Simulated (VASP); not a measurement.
# Bi (Cmce) in VASP: single point with PBE

Aim: the single point of Bi with PBE.

All numbers are computed with VASP 6.6.1; they aren't measurements. Logs are shortened: lines on timing, memory, paths and dates and some standing lists are left out, and cuts for length are marked.

### 1 The cell of the first run

It takes space group Cmce (No. 64, orthorhombic). The conventional cell has a = 4.558 Å, b = 12.793 Å, c = 4.990 Å, α = 90.00°, β = 90.00°, γ = 90.00°. Bi (site symmetry m) has 9 Bi at 3.08 to 4.17 Å within 4.2 Å.

### 2 Single point, PBE

File INCAR:

```
PREC = Accurate
ENCUT = 520
EDIFF = 1E-6
ISMEAR = 0
SIGMA = 0.1
LREAL = False
LASPH = True
NELM = 80
ALGO = Fast
ISIF = 2
LWAVE = False
LCHARG = False
GGA = PE
NBANDS = 38
```

File KPOINTS:

```
Automatic mesh
0
Gamma
  10 10 10
```

File POSCAR:

```
Bi
1.0
    2.2790083349     -6.3965013899      0.0000000000
    2.2790083349      6.3965013899      0.0000000000
    0.0000000000      0.0000000000      4.9904730028
Bi
4
Direct
    0.1195735505      0.8804264495      0.9612632448
    0.6195735505      0.3804264495      0.5387367552
    0.8804264495      0.1195735505      0.0387367552
    0.3804264495      0.6195735505      0.4612632448
```

Potentials or basis: VASP PAW PBE potentials, release 64 (Bi_d).

The run is started by

```console
$ cat potpaw_PBE.64/Bi_d/POTCAR > POTCAR
$ mpirun -np 1 vasp_std > vasp.out
```

OUTCAR:

```text
PREC = Accurate
   ENCUT = 520
   EDIFF = 1E-6
   ISMEAR = 0
   LREAL = False
   LASPH = True
   NELM = 80
   ISIF = 2
   GGA = PE

 ion  position               nearest neighbor table
   1  0.120  0.880  0.961-   3 3.08   2 3.10   2 3.10   2 3.67   2 3.67
   2  0.620  0.380  0.539-   4 3.08   1 3.10   1 3.10   1 3.67   1 3.67
   3  0.880  0.120  0.039-   1 3.08   4 3.10   4 3.10   4 3.67   4 3.67
   4  0.380  0.620  0.461-   2 3.08   3 3.10   3 3.10   3 3.67   3 3.67

  LATTYP: Found a base centered orthorhombic cell.
 ALAT       =     4.5580166698
 B/A-ratio  =     2.8067038158
 C/A-ratio  =     1.0948781815

  Lattice vectors:

 A1 = (   2.2790083349,  -6.3965013899,   0.0000000000)
 A2 = (   2.2790083349,   6.3965013899,   0.0000000000)
 A3 = (   0.0000000000,   0.0000000000,   4.9904730028)

Analysis of symmetry for initial positions (statically):
=====================================================================
 Subroutine PRICEL returns:
 Original cell was already a primitive cell.

 Routine SETGRP: Setting up the symmetry group for a
 base centered orthorhombic supercell.

 Subroutine GETGRP returns: Found  8 space group operations
 (whereof  4 operations were pure point group operations)
 out of a pool of  8 trial point group operations.

The static configuration has the point symmetry C_2h.
 The point group associated with its full space group is D_2h.

Analysis of symmetry for dynamics (positions and initial velocities):
=====================================================================
 Subroutine PRICEL returns:
 Original cell was already a primitive cell.

 Routine SETGRP: Setting up the symmetry group for a
 base centered orthorhombic supercell.

 Subroutine GETGRP returns: Found  8 space group operations
 (whereof  4 operations were pure point group operations)
 out of a pool of  8 trial point group operations.

The dynamic configuration has the point symmetry C_2h.
 The point group associated with its full space group is D_2h.

 Subroutine INISYM returns: Found  8 space group operations
 (whereof  4 operations are pure point group operations),
 and found     1 'primitive' translations

----------------------------------------------------------------------------------------

                                     Primitive cell

  volume of cell :     145.4990

  direct lattice vectors                    reciprocal lattice vectors
     2.279008335 -6.396501390  0.000000000     0.219393669 -0.078167731  0.000000000
     2.279008335  6.396501390  0.000000000     0.219393669  0.078167731  0.000000000
     0.000000000  0.000000000  4.990473003     0.000000000  0.000000000  0.200381807

  length of vectors
     6.790368843  6.790368843  4.990473003     0.232902933  0.232902933  0.200381807

  position of ions in fractional coordinates (direct lattice)
     0.119573551  0.880426449  0.961263245
     0.619573551  0.380426449  0.538736755
     0.880426449  0.119573551  0.038736755
     0.380426449  0.619573551  0.461263245

  ion indices of the primitive-cell ions
   primitive index   ion index
                 1           1
                 2           2
                 3           3
                 4           4

----------------------------------------------------------------------------------------

 KPOINTS: Automatic mesh

Automatic generation of k-mesh.
 Grid dimensions read from file:
 generate k-points for:   10   10   10

 Generating k-lattice:

  Cartesian coordinates                     Fractional coordinates (reciprocal lattice)
     0.021939367 -0.007816773  0.000000000     0.100000000  0.000000000  0.000000000
     0.021939367  0.007816773  0.000000000     0.000000000  0.100000000  0.000000000
     0.000000000  0.000000000  0.020038181     0.000000000  0.000000000  0.100000000

  Length of vectors
     0.023290293  0.023290293  0.020038181

  Shift w.r.t. Gamma in fractional coordinates (k-lattice)
     0.000000000  0.000000000  0.000000000

 Subroutine IBZKPT returns following result:
 ===========================================

 Found    186 irreducible k-points:

 Following reciprocal coordinates:
            Coordinates               Weight
  0.000000  0.000000  0.000000      1.000000
  0.100000  0.000000  0.000000      4.000000
  0.200000  0.000000  0.000000      4.000000
  0.300000 -0.000000  0.000000      4.000000
  0.400000  0.000000  0.000000      4.000000
  0.500000  0.000000  0.000000      2.000000
[... 16 lines left out ...]
  0.300000  0.300000  0.000000      2.000000
  0.400000  0.300000  0.000000      4.000000
 [... further k-points ...]
   k-points           NKPTS =    186   k-points in BZ     NKDIM =    186   number of bands    NBANDS=     38
   number of dos      NEDOS =    301   number of ions     NIONS =      4
   total plane-waves  NPLWV = 116640
   dimension x,y,z NGX =    54 NGY =   54 NGZ =   40
   dimension x,y,z NGXF=   108 NGYF=  108 NGZF=   80
   ions per type =               4
   NGX,Y,Z   is equivalent  to a cutoff of  13.22, 13.22, 13.33 a.u.
   NGXF,Y,Z  is equivalent  to a cutoff of  26.44, 26.44, 26.65 a.u.
 SYSTEM =  unknown system
   PREC   = accura    normal or accurate (medium, high low for compatibility)
   ISTART =      0    job   : 0-new  1-cont  2-samecut
   ICHARG =      2    charge: 1-file 2-atom 10-const
   ISPIN  =      1    spin polarized calculation?
   LNONCOLLINEAR =      F non collinear calculations
   LSORBIT =      F    spin-orbit coupling
   LASPH  =      T    aspherical Exc in radial PAW
   ENCUT  =  520.0 eV  38.22 Ry    6.18 a.u.  12.63 12.63  9.28*2*pi/ulx,y,z
   NELM   =     80;   NELMIN=  2; NELMDL= -5     # of ELM steps
   EDIFF  = 0.1E-05   stopping-criterion for ELM
   LREAL  =      F    real-space projection
   EDIFFG = 0.1E-04   stopping-criterion for IOM
   NSW    =      0    number of steps for IOM
   IBRION =     -1    ionic relax: 0-MD 1-quasi-New 2-CG
   NFREE  =      0    steps in history (QN), initial steepest desc. (CG)
   ISIF   =      2    stress and relaxation
   ISYM   =      2    0-nonsym 1-usesym 2-fastsym
   POTIM  = 0.5000    time-step for ionic-motion
   TEBEG  =    0.0;   TEEND  =   0.0 temperature during run
   PSTRESS=    0.0 pullay stress
   NELECT =      60.0000    total number of electrons
   NUPDOWN=      -1.0000    fix difference up-down
   EMIN   =  10.00;   EMAX   =-10.00  energy-range for DOS
   EFERMI =   0.00;   METHOD = LEGACY
   ISMEAR =     0;   SIGMA  =   0.10  broadening in eV -4-tet -1-fermi 0-gaus
   EFERMI_NEDOS =   21; number of points for ismear=-14 and -15
   IALGO  =     68    algorithm
   IMIX   =      4    mixing-type and parameters
     AMIX     =   0.40;   BMIX     =  1.00
     AMIX_MAG =   1.60;   BMIX_MAG =  1.00
  volume/ion in A,a.u.               =      36.37       245.47
  Fermi-wavevector in a.u.,A,eV,Ry     =   1.218536  2.302700 20.202355  1.484831
  Thomas-Fermi vector in A             =   2.353820
   LORBIT       =      0    0 simple, 1 ext, 2 COOP (PROOUT), +10 PAW based schemes
   GGA     = PE    functional components
   LHFCALC =     F    Hartree Fock is set to
   AEXX    =    0.0000 exact exchange contribution
   IVDW    =     0    specifies the selected vdW correction
   LEPSILON=     F    determine dielectric tensor
   LRPA    =     F    only Hartree local field effects (RPA)
 non-spin polarized calculation
 RMM-DIIS sequential band-by-band and
 Gauss-broadening in eV      SIGMA  =   0.10
  energy-cutoff  :      520.00
  volume of cell :      145.50
 maximum number of plane-waves:      3949
 NGX is ok and might be reduce to    54
   NGX = 25   NGY = 25   NGZ = 19

 number of electron      60.0000015 magnetization

 Free energy of the ion-electron system (eV)
  ---------------------------------------------------
  ext. energy  EPLUGINS =         0.00000000
  ---------------------------------------------------
  free energy    TOTEN  =       -15.35242676 eV

  energy without entropy =      -15.34492902  energy(sigma->0) =      -15.34867789

 E-fermi :   5.7834     XC(G=0):  -9.4047

 val. band max:        5.7792514290   @ k =   0.5000   0.4000   0.0000
 cond. band min:       5.7834771677   @ k =   0.5000   0.4000   0.1000
 fundamental gap:      0.0042257387
 Fermi energy:         5.7834005267

 k-point     1 :       0.0000    0.0000    0.0000
  band No.  band energies     occupation
      1     -16.8919      2.00000
      2     -16.8863      2.00000
      3     -16.8640      2.00000
      4     -16.7717      2.00000
      5     -16.7630      2.00000
      6     -16.7527      2.00000
[... 30 lines left out ...]
     37      10.7998      0.00000
     38      11.4802      0.00000

 k-point     2 :       0.1000    0.0000    0.0000
  band No.  band energies     occupation
      1     -16.8850      2.00000
      2     -16.8808      2.00000
      3     -16.8620      2.00000
      4     -16.7668      2.00000
      5     -16.7581      2.00000
      6     -16.7511      2.00000
[... 30 lines left out ...]
     37      10.5504      0.00000
     38      11.4980      0.00000

 k-point     3 :       0.2000    0.0000    0.0000
  band No.  band energies     occupation
      1     -16.8664      2.00000
      2     -16.8644      2.00000
      3     -16.8561      2.00000
      4     -16.7542      2.00000
      5     -16.7465      2.00000
      6     -16.7441      2.00000
[... 30 lines left out ...]
     37      10.6538      0.00000
     38      11.6213      0.00000

 k-point     4 :       0.3000   -0.0000    0.0000
  band No.  band energies     occupation
      1     -16.8476      2.00000
      2     -16.8475      2.00000
      3     -16.8326      2.00000
      4     -16.7432      2.00000
      5     -16.7393      2.00000
      6     -16.7330      2.00000
[... 30 lines left out ...]
     37      11.5129      0.00000
     38      11.8538      0.00000
[... 703 lines left out ...]
      4     -16.7716      2.00000
      5     -16.7641      2.00000
      6     -16.7476      2.00000
[... 30 lines left out ...]
     37      11.0445      0.00000
     38      11.4014      0.00000

 k-point    23 :       0.3000    0.3000    0.0000
  band No.  band energies     occupation
      1     -16.8372      2.00000
      2     -16.8354      2.00000
      3     -16.7924      2.00000
      4     -16.7410      2.00000
      5     -16.7182      2.00000
      6     -16.7172      2.00000
[... 30 lines left out ...]
     37      12.2902      0.00000
     38      12.3754      0.00000

 k-point    24 :       0.4000    0.3000    0.0000
  band No.  band energies     occupation
      1     -16.8476      2.00000
      2     -16.8464      2.00000
      3     -16.8342      2.00000
      4     -16.7502      2.00000
      5     -16.7297      2.00000
      6     -16.7268      2.00000
[... 30 lines left out ...]
     37      11.1746      0.00000
     38      12.7286      0.00000

 [... further k-points ...]
[... 5 lines left out ...]
  --------------------------------------------------------------------------------------
  -------------------------------------------------------------------------------------
  Total       -0.0753827     -0.0452446     -0.0696290      0.0000000      0.0000000      0.0000000
  in kB       -0.8300846     -0.4982151     -0.7667263      0.0000000      0.0000000      0.0000000
  external PRESSURE =      -0.6983420 kB  Pullay stress =       0.0000000 kB

 VOLUME and BASIS-vectors are now :
 -----------------------------------------------------------------------------
  energy-cutoff  :      520.00
  volume of cell :      145.50
      direct lattice vectors                 reciprocal lattice vectors
     2.279008335 -6.396501390  0.000000000     0.219393669 -0.078167731  0.000000000
     2.279008335  6.396501390  0.000000000     0.219393669  0.078167731  0.000000000
     0.000000000  0.000000000  4.990473003     0.000000000  0.000000000  0.200381807

 POSITION                                       TOTAL-FORCE (eV/Angst)
 -----------------------------------------------------------------------------------
      2.27901      4.86680      4.79716         0.000000     -0.007487      0.005267
      2.27901     -1.52970      2.68855         0.000000     -0.007487     -0.005267
      2.27901     -4.86680      0.19331         0.000000      0.007487     -0.005267
      2.27901      1.52970      2.30192         0.000000      0.007487      0.005267
 -----------------------------------------------------------------------------------
    total drift:                                0.000000     -0.000000      0.000000

  FREE ENERGIE OF THE ION-ELECTRON SYSTEM (eV)
  ---------------------------------------------------
  free  energy   TOTEN  =       -15.3524267551 eV

  energy  without entropy=      -15.3449290202  energy(sigma->0) =      -15.34867789
```

It took 35 min on 1 thread of Intel Xeon Platinum 8175M at 2.50GHz (Skylake/Cascade Lake), shared host; peak memory 0.83 GiB.

What came out:

```
Free energy            : -15.3524 eV
Pressure               : -0.1 GPa
Largest force          : 0.009 eV/Å
Band gap on the k mesh : zero (bands 30 and 31 overlap by 0.45 eV)
```

Forces in eV/Å, atoms in the order of the input:
```
Bi   0.000 -0.007  0.005
Bi   0.000 -0.007 -0.005
Bi   0.000  0.007 -0.005
Bi   0.000  0.007  0.005
```

Caveat: spin-orbit coupling is left out, which moves the levels of the heavy elements.
